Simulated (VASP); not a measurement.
# Sr (Im-3m) in VASP: further runs

Runs on Sr. Level: PBEsol. Tasks: single point, relaxation of cell and atoms.

All numbers are computed with VASP 6.6.1; they aren't measurements. Logs are shortened: lines on timing, memory, paths and dates and some standing lists are left out, and cuts for length are marked.

## Step 1: The cell of the first run

It takes space group Im-3m (No. 229, cubic). The conventional cell has a = 4.657 Å, b = 4.657 Å, c = 4.657 Å, α = 90.00°, β = 90.00°, γ = 90.00°. Within 5.3 Å of Sr (site symmetry m-3m) lie 14 Sr at 4.03 to 4.66 Å.

This isn't the form of Sr at room conditions, which is fcc.

## Step 2: Single point, PBEsol

Input file INCAR:

```
PREC = Accurate
ENCUT = 520
EDIFF = 1E-6
ISMEAR = 0
SIGMA = 0.05
LREAL = False
LASPH = True
NELM = 100
ALGO = Normal
ISIF = 2
LWAVE = False
LCHARG = False
GGA = PS
NBANDS = 17
```

Input file KPOINTS:

```
Automatic mesh
0
Gamma
  5 5 5
```

Input file POSCAR:

```
Sr
1.0
    4.6566606754      0.0000000000      0.0000000000
    0.0000000000      4.6566606754      0.0000000000
    0.0000000000      0.0000000000      4.6566606754
Sr
2
Direct
    0.0000000000      0.0000000000      0.0000000000
    0.5000000000      0.5000000000      0.5000000000
```

Potentials or basis: VASP PAW PBE potentials, release 64 (Sr_sv).

Started as:

```sh
cat potpaw_PBE.64/Sr_sv/POTCAR > POTCAR
mpirun -np 1 vasp_std > vasp.out
```

OUTCAR:

```text
PREC = Accurate
   ENCUT = 520
   EDIFF = 1E-6
   ISMEAR = 0
   LREAL = False
   LASPH = True
   NELM = 100
   ISIF = 2
   GGA = PS

 ion  position               nearest neighbor table
   1  0.000  0.000  0.000-   2 4.03   2 4.03   2 4.03   2 4.03   2 4.03   2 4.03   2 4.03   2 4.03

   2  0.500  0.500  0.500-   1 4.03   1 4.03   1 4.03   1 4.03   1 4.03   1 4.03   1 4.03   1 4.03

  LATTYP: Found a simple cubic cell.
 ALAT       =     4.6566606754

  Lattice vectors:

 A1 = (   4.6566606754,   0.0000000000,   0.0000000000)
 A2 = (   0.0000000000,   4.6566606754,   0.0000000000)
 A3 = (   0.0000000000,   0.0000000000,   4.6566606754)

Analysis of symmetry for initial positions (statically):
=====================================================================
 Subroutine PRICEL returns following result:

  LATTYP: Found a body centered cubic cell.
 ALAT       =     4.6566606754

  Lattice vectors:

 A1 = (   2.3283303377,   2.3283303377,  -2.3283303377)
 A2 = (  -2.3283303377,   2.3283303377,   2.3283303377)
 A3 = (   2.3283303377,  -2.3283303377,   2.3283303377)

   2 primitive cells build up your supercell.

 Routine SETGRP: Setting up the symmetry group for a
 simple cubic supercell.

 Subroutine GETGRP returns: Found 48 space group operations
 (whereof 48 operations were pure point group operations)
 out of a pool of 48 trial point group operations.

The static configuration has the point symmetry O_h .

Analysis of symmetry for dynamics (positions and initial velocities):
=====================================================================
 Subroutine PRICEL returns following result:

  LATTYP: Found a body centered cubic cell.
 ALAT       =     4.6566606754

  Lattice vectors:

 A1 = (   2.3283303377,   2.3283303377,  -2.3283303377)
 A2 = (  -2.3283303377,   2.3283303377,   2.3283303377)
 A3 = (   2.3283303377,  -2.3283303377,   2.3283303377)

   2 primitive cells build up your supercell.

 Routine SETGRP: Setting up the symmetry group for a
 simple cubic supercell.

 Subroutine GETGRP returns: Found 48 space group operations
 (whereof 48 operations were pure point group operations)
 out of a pool of 48 trial point group operations.

The dynamic configuration has the point symmetry O_h .

 Subroutine INISYM returns: Found 48 space group operations
 (whereof 48 operations are pure point group operations),
 and found     2 'primitive' translations

----------------------------------------------------------------------------------------

                                     Primitive cell

  volume of cell :      50.4887

  direct lattice vectors                    reciprocal lattice vectors
     2.328330338  2.328330338 -2.328330338     0.214746160  0.214746160  0.000000000
    -2.328330338  2.328330338  2.328330338    -0.000000000  0.214746160  0.214746160
     2.328330338 -2.328330338  2.328330338     0.214746160  0.000000000  0.214746160

  length of vectors
     4.032786442  4.032786442  4.032786442     0.303696932  0.303696932  0.303696932

  position of ions in fractional coordinates (direct lattice)
     0.000000000  0.000000000  0.000000000

  ion indices of the primitive-cell ions
   primitive index   ion index
                 1           1

----------------------------------------------------------------------------------------

 KPOINTS: Automatic mesh

Automatic generation of k-mesh.
 Grid dimensions read from file:
 generate k-points for:    5    5    5

 Generating k-lattice:

  Cartesian coordinates                     Fractional coordinates (reciprocal lattice)
     0.042949232  0.000000000  0.000000000     0.200000000  0.000000000  0.000000000
     0.000000000  0.042949232  0.000000000     0.000000000  0.200000000  0.000000000
     0.000000000  0.000000000  0.042949232     0.000000000  0.000000000  0.200000000

  Length of vectors
     0.042949232  0.042949232  0.042949232

  Shift w.r.t. Gamma in fractional coordinates (k-lattice)
     0.000000000  0.000000000  0.000000000

 Subroutine IBZKPT returns following result:
 ===========================================

 Found     10 irreducible k-points:

 Following reciprocal coordinates:
            Coordinates               Weight
  0.000000  0.000000  0.000000      1.000000
  0.200000  0.000000  0.000000      6.000000
  0.400000  0.000000  0.000000      6.000000
  0.200000  0.200000  0.000000     12.000000
  0.400000  0.200000  0.000000     24.000000
  0.400000  0.400000  0.000000     12.000000
  0.200000  0.200000  0.200000      8.000000
  0.400000  0.200000  0.200000     24.000000
  0.400000  0.400000  0.200000     24.000000
  0.400000  0.400000  0.400000      8.000000
   k-points           NKPTS =     10   k-points in BZ     NKDIM =     10   number of bands    NBANDS=     17
   number of dos      NEDOS =    301   number of ions     NIONS =      2
   total plane-waves  NPLWV =  46656
   dimension x,y,z NGX =    36 NGY =   36 NGZ =   36
   dimension x,y,z NGXF=    72 NGYF=   72 NGZF=   72
   ions per type =               2
   NGX,Y,Z   is equivalent  to a cutoff of  12.85, 12.85, 12.85 a.u.
   NGXF,Y,Z  is equivalent  to a cutoff of  25.70, 25.70, 25.70 a.u.
 SYSTEM =  unknown system
   PREC   = accura    normal or accurate (medium, high low for compatibility)
   ISTART =      0    job   : 0-new  1-cont  2-samecut
   ICHARG =      2    charge: 1-file 2-atom 10-const
   ISPIN  =      1    spin polarized calculation?
   LNONCOLLINEAR =      F non collinear calculations
   LSORBIT =      F    spin-orbit coupling
   LASPH  =      T    aspherical Exc in radial PAW
   ENCUT  =  520.0 eV  38.22 Ry    6.18 a.u.   8.66  8.66  8.66*2*pi/ulx,y,z
   NELM   =    100;   NELMIN=  2; NELMDL= -5     # of ELM steps
   EDIFF  = 0.1E-05   stopping-criterion for ELM
   LREAL  =      F    real-space projection
   EDIFFG = 0.1E-04   stopping-criterion for IOM
   NSW    =      0    number of steps for IOM
   IBRION =     -1    ionic relax: 0-MD 1-quasi-New 2-CG
   NFREE  =      0    steps in history (QN), initial steepest desc. (CG)
   ISIF   =      2    stress and relaxation
   ISYM   =      2    0-nonsym 1-usesym 2-fastsym
   POTIM  = 0.5000    time-step for ionic-motion
   TEBEG  =    0.0;   TEEND  =   0.0 temperature during run
   PSTRESS=    0.0 pullay stress
   NELECT =      20.0000    total number of electrons
   NUPDOWN=      -1.0000    fix difference up-down
   EMIN   =  10.00;   EMAX   =-10.00  energy-range for DOS
   EFERMI =   0.00;   METHOD = LEGACY
   ISMEAR =     0;   SIGMA  =   0.05  broadening in eV -4-tet -1-fermi 0-gaus
   EFERMI_NEDOS =   21; number of points for ismear=-14 and -15
   IALGO  =     38    algorithm
   IMIX   =      4    mixing-type and parameters
     AMIX     =   0.40;   BMIX     =  1.00
     AMIX_MAG =   1.60;   BMIX_MAG =  1.00
  volume/ion in A,a.u.               =      50.49       340.71
  Fermi-wavevector in a.u.,A,eV,Ry     =   0.954282  1.803332 12.390211  0.910655
  Thomas-Fermi vector in A             =   2.083015
   LORBIT       =      0    0 simple, 1 ext, 2 COOP (PROOUT), +10 PAW based schemes
   GGA     = PS    functional components
   LHFCALC =     F    Hartree Fock is set to
   AEXX    =    0.0000 exact exchange contribution
   IVDW    =     0    specifies the selected vdW correction
   LEPSILON=     F    determine dielectric tensor
   LRPA    =     F    only Hartree local field effects (RPA)
 non-spin polarized calculation
 Gauss-broadening in eV      SIGMA  =   0.05
  energy-cutoff  :      520.00
  volume of cell :      100.98
 maximum number of plane-waves:      2754
 NGX is ok and might be reduce to    36
   NGX = 17   NGY = 17   NGZ = 17

 number of electron      20.0000001 magnetization

 Free energy of the ion-electron system (eV)
  ---------------------------------------------------
  ext. energy  EPLUGINS =         0.00000000
  ---------------------------------------------------
  free energy    TOTEN  =        -3.68393267 eV

  energy without entropy =       -3.68145804  energy(sigma->0) =       -3.68269536

 E-fermi :   1.7868     XC(G=0):  -7.6988

 val. band max:        1.7821424898   @ k =   0.2000   0.0000   0.0000
 cond. band min:       1.8615599285   @ k =   0.2000   0.2000   0.2000
 fundamental gap:      0.0794174387
 Fermi energy:         1.7868011249

 k-point     1 :       0.0000    0.0000    0.0000
  band No.  band energies     occupation
      1     -34.5742      2.00000
      2     -34.5336      2.00000
      3     -16.6464      2.00000
      4     -16.6464      2.00000
      5     -16.6464      2.00000
      6     -16.4548      2.00000
[... 9 lines left out ...]
     16       5.7042      0.00000
     17       5.7566      0.00000

 k-point     2 :       0.2000    0.0000    0.0000
  band No.  band energies     occupation
      1     -34.5699      2.00000
      2     -34.5370      2.00000
      3     -16.6441      2.00000
      4     -16.6272      2.00000
      5     -16.6272      2.00000
      6     -16.4899      2.00000
[... 9 lines left out ...]
     16       4.9706      0.00000
     17       4.9900      0.00000

 k-point     3 :       0.4000    0.0000    0.0000
  band No.  band energies     occupation
      1     -34.5590      2.00000
      2     -34.5464      2.00000
      3     -16.6226      2.00000
      4     -16.5778      2.00000
      5     -16.5778      2.00000
      6     -16.5642      2.00000
[... 9 lines left out ...]
     16       4.2285      0.00000
     17       5.2446      0.00000

 k-point     4 :       0.2000    0.2000    0.0000
  band No.  band energies     occupation
      1     -34.5662      2.00000
      2     -34.5397      2.00000
      3     -16.6741      2.00000
      4     -16.6113      2.00000
      5     -16.5819      2.00000
      6     -16.5512      2.00000
[... 9 lines left out ...]
     16       4.9734      0.00000
     17       5.3689      0.00000
[... 63 lines left out ...]
      1     -34.5558      2.00000
      2     -34.5476      2.00000
      3     -16.6764      2.00000
      4     -16.6511      2.00000
      5     -16.5961      2.00000
      6     -16.5283      2.00000
[... 9 lines left out ...]
     16       5.2928      0.00000
     17       5.7079      0.00000

 k-point     9 :       0.4000    0.4000    0.2000
  band No.  band energies     occupation
      1     -34.5525      2.00000
      2     -34.5493      2.00000
      3     -16.6926      2.00000
      4     -16.6864      2.00000
      5     -16.5804      2.00000
      6     -16.5444      2.00000
[... 9 lines left out ...]
     16       5.7863      0.00000
     17       6.1815      0.00000

 k-point    10 :       0.4000    0.4000    0.4000
  band No.  band energies     occupation
      1     -34.5507      2.00000
      2     -34.5495      2.00000
      3     -16.6575      2.00000
      4     -16.6255      2.00000
      5     -16.6255      2.00000
      6     -16.5442      2.00000
[... 9 lines left out ...]
     16       6.0096      0.00000
     17       6.2046      0.00000

------------------------ aborting loop because EDIFF is reached ----------------------------------------

  FORCE on cell =-STRESS in cart. coord.  units (eV):
  Direction    XX          YY          ZZ          XY          YZ          ZX
  --------------------------------------------------------------------------------------
  -------------------------------------------------------------------------------------
  Total       -0.0009844     -0.0009844     -0.0009844     -0.0000000     -0.0000000     -0.0000000
  in kB       -0.0156185     -0.0156185     -0.0156185     -0.0000000     -0.0000000     -0.0000000
  external PRESSURE =      -0.0156185 kB  Pullay stress =       0.0000000 kB

 VOLUME and BASIS-vectors are now :
 -----------------------------------------------------------------------------
  energy-cutoff  :      520.00
  volume of cell :      100.98
      direct lattice vectors                 reciprocal lattice vectors
     4.656660675  0.000000000  0.000000000     0.214746160  0.000000000  0.000000000
     0.000000000  4.656660675  0.000000000     0.000000000  0.214746160  0.000000000
     0.000000000  0.000000000  4.656660675     0.000000000  0.000000000  0.214746160

 POSITION                                       TOTAL-FORCE (eV/Angst)
 -----------------------------------------------------------------------------------
      0.00000      0.00000      0.00000         0.000000     -0.000000      0.000000
      2.32833      2.32833      2.32833        -0.000000      0.000000     -0.000000
 -----------------------------------------------------------------------------------
    total drift:                                0.000000      0.000000      0.000000

  FREE ENERGIE OF THE ION-ELECTRON SYSTEM (eV)
  ---------------------------------------------------
  free  energy   TOTEN  =        -3.6839326663 eV

  energy  without entropy=       -3.6814580445  energy(sigma->0) =       -3.68269536
```

It took 24 s on 1 thread of AMD EPYC 7R13, shared host; peak memory 0.17 GiB.

Results:

* Free energy: -3.6839 eV
* Pressure: 0.0 GPa
* Band gap on the k mesh: zero (bands 10 and 11 overlap by 0.48 eV)

Caveat: the PAW data sets were made with another functional, which shifts forces and pressure a little.

## Step 3: Relaxation of cell and atoms, PBEsol

This run uses another cell than the first one, of 56.34 Å³/atom.

Input file INCAR:

```
SYSTEM = Sr
  PREC = Accurate
  ENCUT = 600
  EDIFF = 1E-7
  ISMEAR = 0
  SIGMA = 0.05
  LREAL = .False.
  LASPH = .True.
  NELM = 60
  ALGO = Normal
  ISIF = 3
  LWAVE = .False.
  LCHARG = .False.
  GGA = PS
  IBRION = 2
  NSW = 80
  EDIFFG = -0.02
```

Input file KPOINTS:

```
regular mesh
0
Gamma
  5 5 5
  0 0 0
```

Input file POSCAR:

```
Sr
1.0
    4.8300000000      0.0000000000      0.0000000000
    0.0000000000      4.8300000000      0.0000000000
    0.0000000000      0.0000000000      4.8300000000
Sr
2
Direct
    0.0000000000      0.0000000000      0.0000000000
    0.5000000000      0.5000000000      0.5000000000
```

Potentials or basis: VASP PAW PBE potentials, release 64 (Sr_sv).

Started as:

```sh
cat potpaw_PBE.64/Sr_sv/POTCAR > POTCAR
mpirun -np 1 vasp_std > vasp.out
```

Run time: 85 s. Hardware: 1 thread of AMD EPYC 7R13, shared host; peak memory 0.21 GiB.

The run converged. Its results:

| Quantity | Value |
| --- | --- |
| Free energy | -3.6839 eV |
| Relaxed volume | 50.72 Å³/atom |
| Relaxed cell | a = 4.664 Å, b = 4.664 Å, c = 4.664 Å, α = 90.00°, β = 90.00°, γ = 90.00° |
| Space group after relaxing (to 0.1 Å) | Im-3m (No. 229) |
| Energy gained by relaxing | 24.2 meV/atom |
| Ionic steps | 3 |
| Pressure after relaxing | -0.1 GPa |
| Band gap on the k mesh | zero (bands 10 and 11 overlap by 0.47 eV) |

Step by step:
```csv
step,energy change (eV),largest force (eV/Å),pressure (GPa),volume (Å³)
1,0.0000,0.0000,-1.22,112.68
2,-0.0393,0.0000,-0.58,105.83
3,-0.0484,0.0000,-0.06,101.44
```

Final structure:
```
Sr
1.0
     4.66375    0.00000    0.00000
     0.00000    4.66375    0.00000
     0.00000    0.00000    4.66375
Sr
2
Direct
  0.00000 0.00000 0.00000
  0.50000 0.50000 0.50000
```

Levels at points of the mesh, in eV from the Fermi level:
| k point | band 6 | band 7 | band 8 | band 9 | band 10 | band 11 | band 12 | band 13 | band 14 |
| --- | --- | --- | --- | --- | --- | --- | --- | --- | --- |
| (0.00, 0.00, 0.00) | -18.26 | -18.26 | -18.26 | -3.77 | -0.24 | -0.24 | 2.46 | 2.46 | 2.46 |

Caveat: the PAW data sets were made with another functional, which shifts forces and pressure a little.
